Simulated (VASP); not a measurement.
# HfB2 (P6/mmm) in VASP: settings compared

Aim: see how the results for HfB2 move with the level of theory and the settings. Levels: r2SCAN+D4, PBE+D3(BJ). Tasks: single point, relaxation of cell and atoms.

All numbers are computed with VASP 6.6.1; they aren't measurements. Logs are shortened: lines on timing, memory, paths and dates and some standing lists are left out, and cuts for length are marked.

**1. The cell of the first run**

Symmetry: P6/mmm, No. 191, hexagonal system. Conventional cell: a = 3.130 Å, b = 3.130 Å, c = 3.465 Å, α = 90.00°, β = 90.00°, γ = 120.00°. Within 3.3 Å of Hf (site symmetry 6/mmm) lie 12 B at 2.50 Å and 6 Hf at 3.13 Å. Within 2.4 Å of B (site symmetry -6m2) lie 3 B at 1.81 Å.

**2. Single point, r2SCAN+D4**

Input file POSCAR:

```
HfB2
1.0
    3.1304090067      0.0000000000      0.0000000000
   -1.5652045034      2.7110137241      0.0000000000
    0.0000000000      0.0000000000      3.4645730053
Hf B
1 2
Direct
    0.0000000000      0.0000000000      0.0000000000
    0.3333333333      0.6666666667      0.5000000000
    0.6666666667      0.3333333333      0.5000000000
```

Input file INCAR.step1:

```
ALGO = Normal
EDIFF = 1E-4
ENCUT = 520
GGA = PE
ISMEAR = -1
LASPH = T
LCHARG = F
LREAL = F
LWAVE = T
NBANDS = 15
NELM = 60
PREC = Accurate
SIGMA = 0.1
```

Input file INCAR.step2:

```
ALGO = Normal
EDIFF = 1E-7
ENCUT = 520
ISIF = 2
ISMEAR = -1
ISTART = 1
IVDW = 13
LASPH = T
LCHARG = F
LMIXTAU = T
LREAL = F
LWAVE = F
METAGGA = R2SCAN
NBANDS = 15
NELM = 60
PREC = Accurate
SIGMA = 0.1
VDW_A1 = 0.51559235
VDW_A2 = 5.77342911
VDW_S6 = 1.0
VDW_S8 = 0.6018749
```

Input file KPOINTS:

```
k-points
0
Gamma
  12 12 10
```

Potentials or basis: VASP PAW PBE potentials, release 64 (Hf_pv, B).

Started as:

```sh
$ cat potpaw_PBE.64/Hf_pv/POTCAR potpaw_PBE.64/B/POTCAR > POTCAR
$ cp INCAR.step1 INCAR
$ mpirun -np 1 vasp_std > vasp.out
$ cp INCAR.step2 INCAR
$ mpirun -np 1 vasp_std > vasp.out
```

OUTCAR:

```text
EDIFF = 1E-7
   ENCUT = 520
   ISIF = 2
   ISMEAR = -1
   ISTART = 1
   IVDW = 13
   LASPH = T
   LREAL = F
   METAGGA = R2SCAN
   NELM = 60
   PREC = Accurate

 ion  position               nearest neighbor table
   1  0.000  0.000  0.000-   2 2.50   3 2.50   2 2.50   3 2.50   3 2.50   3 2.50   2 2.50   2 2.50
                             3 2.50   3 2.50   2 2.50   2 2.50
   2  0.333  0.667  0.500-   3 1.81   3 1.81   3 1.81   1 2.50   1 2.50   1 2.50   1 2.50   1 2.50
                             1 2.50
   3  0.667  0.333  0.500-   2 1.81   2 1.81   2 1.81   1 2.50   1 2.50   1 2.50   1 2.50   1 2.50
                             1 2.50

  LATTYP: Found a hexagonal cell.
 ALAT       =     3.1304090067
 C/A-ratio  =     1.1067477118

  Lattice vectors:

 A1 = (   3.1304090067,   0.0000000000,   0.0000000000)
 A2 = (  -1.5652045034,   2.7110137241,   0.0000000000)
 A3 = (   0.0000000000,   0.0000000000,   3.4645730053)

Analysis of symmetry for initial positions (statically):
=====================================================================
 Subroutine PRICEL returns:
 Original cell was already a primitive cell.

 Routine SETGRP: Setting up the symmetry group for a
 hexagonal supercell.

 Subroutine GETGRP returns: Found 24 space group operations
 (whereof 24 operations were pure point group operations)
 out of a pool of 24 trial point group operations.

The static configuration has the point symmetry D_6h.

Analysis of symmetry for dynamics (positions and initial velocities):
=====================================================================
 Subroutine PRICEL returns:
 Original cell was already a primitive cell.

 Routine SETGRP: Setting up the symmetry group for a
 hexagonal supercell.

 Subroutine GETGRP returns: Found 24 space group operations
 (whereof 24 operations were pure point group operations)
 out of a pool of 24 trial point group operations.

The dynamic configuration has the point symmetry D_6h.

 Subroutine INISYM returns: Found 24 space group operations
 (whereof 24 operations are pure point group operations),
 and found     1 'primitive' translations

----------------------------------------------------------------------------------------

                                     Primitive cell

  volume of cell :      29.4024

  direct lattice vectors                    reciprocal lattice vectors
     3.130409007  0.000000000  0.000000000     0.319447075  0.184432855  0.000000000
[... 99 lines left out ...]
   NELECT =      16.0000    total number of electrons
   NUPDOWN=      -1.0000    fix difference up-down
   EMIN   =  10.00;   EMAX   =-10.00  energy-range for DOS
   EFERMI =   0.00;   METHOD = LEGACY
   ISMEAR =    -1;   SIGMA  =   0.10  broadening in eV -4-tet -1-fermi 0-gaus
   EFERMI_NEDOS =   21; number of points for ismear=-14 and -15
   IALGO  =     38    algorithm
   IMIX   =      4    mixing-type and parameters
     AMIX     =   0.40;   BMIX     =  1.00
     AMIX_MAG =   1.60;   BMIX_MAG =  1.00
  volume/ion in A,a.u.               =       9.80        66.14
  Fermi-wavevector in a.u.,A,eV,Ry     =   1.336556  2.525726 24.305220  1.786383
  Thomas-Fermi vector in A             =   2.465174
   LORBIT       =      0    0 simple, 1 ext, 2 COOP (PROOUT), +10 PAW based schemes
   METAGGA = R2SCAN    functional components
   LHFCALC =     F    Hartree Fock is set to
   AEXX    =    0.0000 exact exchange contribution
   IVDW    =    13    specifies the selected vdW correction
   LEPSILON=     F    determine dielectric tensor
   LRPA    =     F    only Hartree local field effects (RPA)
 non-spin polarized calculation
  energy-cutoff  :      520.00
  volume of cell :       29.40
 maximum number of plane-waves:       808
 NGX is ok and might be reduce to    24
   NGX = 11   NGY = 11   NGZ = 13

 number of electron      15.9999998 magnetization

 Free energy of the ion-electron system (eV)
  ---------------------------------------------------
  ext. energy  EPLUGINS =         0.00000000
  ---------------------------------------------------
  free energy    TOTEN  =       -63.09458880 eV

  energy without entropy =      -63.08634637  energy(sigma->0) =      -63.09046758

 E-fermi :   7.9147     XC(G=0): -13.6047

 val. band max:        7.8023187154   @ k =   0.1667   0.1667   0.2000
 cond. band min:       7.9574686400   @ k =   0.0833   0.0833   0.3000
 fundamental gap:      0.1551499246
 Fermi energy:         7.9146620884

 k-point     1 :       0.0000    0.0000    0.0000
  band No.  band energies     occupation
      1     -24.0407      2.00000
      2     -23.5194      2.00000
      3     -23.5194      2.00000
      4      -6.9393      2.00000
      5       4.6735      2.00000
      6       4.7142      2.00000
      7       4.7142      2.00000
      8       4.7370      2.00000
      9      12.0831      0.00000
     10      12.0831      0.00000
     11      12.8127      0.00000
     12      12.8127      0.00000
     13      12.9578      0.00000
     14      13.0045      0.00000
[... 401 lines left out ...]
      2     -23.9578      2.00000
      3     -23.6565      2.00000
      4      -4.5765      2.00000
      5       0.3262      2.00000
      6       3.5961      2.00000
      7       4.1515      2.00000
      8       5.2694      2.00000
      9      10.1548      0.00000
     10      11.0233      0.00000
     11      11.4656      0.00000
     12      12.9935      0.00000
     13      14.8976      0.00000
     14      16.6913      0.00000
     15      19.3912      0.00000

 [... further k-points ...]

------------------------ aborting loop because EDIFF is reached ----------------------------------------

  DFT-D4 for vdW energy calculation

  Edisp (eV):   -0.34481

  FORCE on cell =-STRESS in cart. coord.  units (eV):
  Direction    XX          YY          ZZ          XY          YZ          ZX
  --------------------------------------------------------------------------------------
  -------------------------------------------------------------------------------------
  Total      -0.12235    -0.12235    -0.09026     0.00000    -0.00000     0.00000
  in kB      -6.66728    -6.66728    -4.91815     0.00000    -0.00000     0.00000
  external pressure =       -6.08 kB  Pullay stress =        0.00 kB

 VOLUME and BASIS-vectors are now :
 -----------------------------------------------------------------------------
  energy-cutoff  :      520.00
  volume of cell :       29.40
      direct lattice vectors                 reciprocal lattice vectors
     3.130409007  0.000000000  0.000000000     0.319447075  0.184432855  0.000000000
    -1.565204503  2.711013724  0.000000000     0.000000000  0.368865709  0.000000000
     0.000000000  0.000000000  3.464573005     0.000000000  0.000000000  0.288635857

 POSITION                                       TOTAL-FORCE (eV/Angst)
 -----------------------------------------------------------------------------------
      0.00000      0.00000      0.00000        -0.000000      0.000000      0.000000
     -0.00000      1.80734      1.73229        -0.000000      0.000000      0.000000
      1.56520      0.90367      1.73229         0.000000     -0.000000      0.000000
 -----------------------------------------------------------------------------------
    total drift:                               -0.000000      0.000000      0.000000

  FREE ENERGIE OF THE ION-ELECTRON SYSTEM (eV)
  ---------------------------------------------------
  free  energy   TOTEN  =       -63.4393981642 eV

  energy  without entropy=      -63.4311557284  energy(sigma->0) =      -63.43527695
```

OSZICAR.step1:

```text
N       E                     dE             d eps       ncg     rms          rms(c)
DAV:   1     0.290345156597E+02    0.29035E+02   -0.79727E+03  3420   0.101E+03
DAV:   2    -0.272196660136E+02   -0.56254E+02   -0.52812E+02  4571   0.223E+02
DAV:   3    -0.287810571821E+02   -0.15614E+01   -0.15539E+01  4428   0.270E+01
DAV:   4    -0.287873480374E+02   -0.62909E-02   -0.62897E-02  4071   0.211E+00
DAV:   5    -0.287873840978E+02   -0.36060E-04   -0.36059E-04  4473   0.143E-01    0.535E+01
DAV:   6    -0.265211891617E+02    0.22662E+01   -0.27629E+00  4141   0.121E+01    0.391E+01
DAV:   7    -0.264718250263E+02    0.49364E-01   -0.97490E-01  4372   0.723E+00    0.116E+01
DAV:   8    -0.264065391587E+02    0.65286E-01   -0.24975E-01  4022   0.379E+00    0.167E+00
DAV:   9    -0.264021049221E+02    0.44342E-02   -0.19911E-02  3952   0.114E+00    0.371E-01
DAV:  10    -0.264019413117E+02    0.16361E-03   -0.76282E-04  4323   0.231E-01    0.263E-01
DAV:  11    -0.264019484748E+02   -0.71631E-05   -0.47038E-05  2130   0.535E-02
   1 F= -.26401948E+02 E0= -.26397740E+02  d E =-.841745E-02
```

It took 96 s on 1 thread of Intel Xeon 6975P-C (Granite Rapids), shared host; peak memory 0.18 GiB.

What came out:

| Item | Value |
| --- | --- |
| Free energy | -63.4394 eV |
| Pressure | -0.6 GPa |
| Band gap on the k mesh | zero (bands 8 and 9 overlap by 1.48 eV) |
| Dispersion energy per atom | -0.115 eV |

Stress tensor (GPa, compression positive):
```
-0.67  0.00  0.00
 0.00 -0.67  0.00
 0.00  0.00 -0.49
```

Levels at points of the mesh, in eV from the Fermi level:
| k point | band 6 | band 7 | band 8 | band 9 | band 10 | band 11 |
| --- | --- | --- | --- | --- | --- | --- |
| (0.00, 0.00, 0.00) | -3.20 | -3.20 | -3.18 | 4.17 | 4.17 | 4.90 |
| (0.50, 0.00, 0.00) | -4.52 | -3.82 | -3.13 | 2.08 | 2.78 | 5.83 |
| (0.00, 0.00, 0.50) | -1.40 | -1.40 | 0.21 | 0.21 | 0.98 | 0.98 |
| (0.50, 0.00, 0.50) | -5.42 | -5.12 | -3.13 | 4.05 | 4.39 | 6.44 |

Caveat: the PAW data sets were made with another functional, which shifts forces and pressure a little; spin-orbit coupling is left out, which moves the levels of the heavy elements.

**3. Relaxation of cell and atoms, PBE+D3(BJ)**

This run uses another cell than the first one, of 9.90 Å³/atom.

Input file INCAR:

```
  PREC = Accurate
  ENCUT = 600
  EDIFF = 1E-6
  ISMEAR = -1
  SIGMA = 0.1
  LREAL = F
  LASPH = T
  NELM = 80
  ALGO = Normal
  ISIF = 3
  LWAVE = F
  LCHARG = F
  GGA = PE
  IVDW = 12
  IBRION = 2
  NSW = 80
  EDIFFG = -0.005
```

Input file KPOINTS:

```
regular mesh
0
Gamma
  12 12 10
```

Input file POSCAR:

```
HfB2
1.0
    3.1400000000      0.0000000000      0.0000000000
   -1.5700000000      2.7193197679      0.0000000000
    0.0000000000      0.0000000000      3.4800000000
Hf B
1 2
Direct
    0.0000000000      0.0000000000      0.0000000000
    0.3333333333      0.6666666667      0.5000000000
    0.6666666667      0.3333333333      0.5000000000
```

Potentials or basis: VASP PAW PBE potentials, release 64 (Hf_pv, B).

Started as:

```sh
$ cat potpaw_PBE.64/Hf_pv/POTCAR potpaw_PBE.64/B/POTCAR > POTCAR
$ mpirun -np 1 vasp_std > vasp.out
```

Run time: 99 s. Hardware: 1 thread of Intel Xeon 6975P-C (Granite Rapids), shared host; peak memory 0.21 GiB.

Results (log left out):

* Free energy: -27.5032 eV
* Relaxed volume: 9.71 Å³/atom
* Relaxed cell: a = 3.119 Å, b = 3.119 Å, c = 3.457 Å, α = 90.00°, β = 90.00°, γ = 120.00°
* Space group after relaxing (to 0.1 Å): P6/mmm (No. 191)
* Energy gained by relaxing: 3.1 meV/atom
* Ionic steps: 8
* Pressure after relaxing: 0.1 GPa
* Band gap on the k mesh: zero (bands 8 and 9 overlap by 1.34 eV)
* Dispersion energy per atom: -0.369 eV

Step by step:
| step | energy change (eV) | largest force (eV/Å) | pressure (GPa) | volume (Å³) |
| --- | --- | --- | --- | --- |
| 1 | 0.0000 | 0.0000 | -5.02 | 29.71 |
| 2 | 0.0069 | 0.0000 | 7.14 | 28.40 |
| 3 | -0.0092 | 0.0000 | -0.02 | 29.14 |
| 4 | -0.0092 | 0.0000 | 0.07 | 29.13 |
| 5 | -0.0093 | 0.0000 | -0.09 | 29.14 |
| 6 | -0.0093 | 0.0000 | -0.09 | 29.14 |
| 7 | -0.0093 | 0.0000 | -0.06 | 29.14 |
| 8 | -0.0093 | 0.0000 | 0.05 | 29.13 |

Final structure:
```
Hf B
1.0
     3.11946    0.00000    0.00000
    -1.55973    2.70153    0.00000
     0.00000    0.00000    3.45651
Hf B
1 2
Direct
  0.00000 0.00000 0.00000
  0.33333 0.66667 0.50000
  0.66667 0.33333 0.50000
```

Levels at points of the mesh, in eV from the Fermi level:
```tsv
k point	band 4	band 5	band 6	band 7	band 8	band 9	band 10	band 11	band 12
(0.00, 0.00, 0.00)	-13.96	-3.14	-3.03	-3.03	-2.86	4.04	4.04	4.68	4.68
(0.50, 0.00, 0.00)	-9.97	-9.16	-4.29	-3.55	-3.01	2.06	2.70	5.64	5.77
(0.00, 0.00, 0.50)	-11.47	-8.53	-1.29	-1.29	0.23	0.23	0.93	0.93	2.20
(0.50, 0.00, 0.50)	-10.53	-7.63	-5.13	-4.87	-2.72	4.02	4.19	6.33	7.31
```

Caveat: spin-orbit coupling is left out, which moves the levels of the heavy elements.

The gap in the log of VASP goes by the Fermi energy; the results here count the filled bands.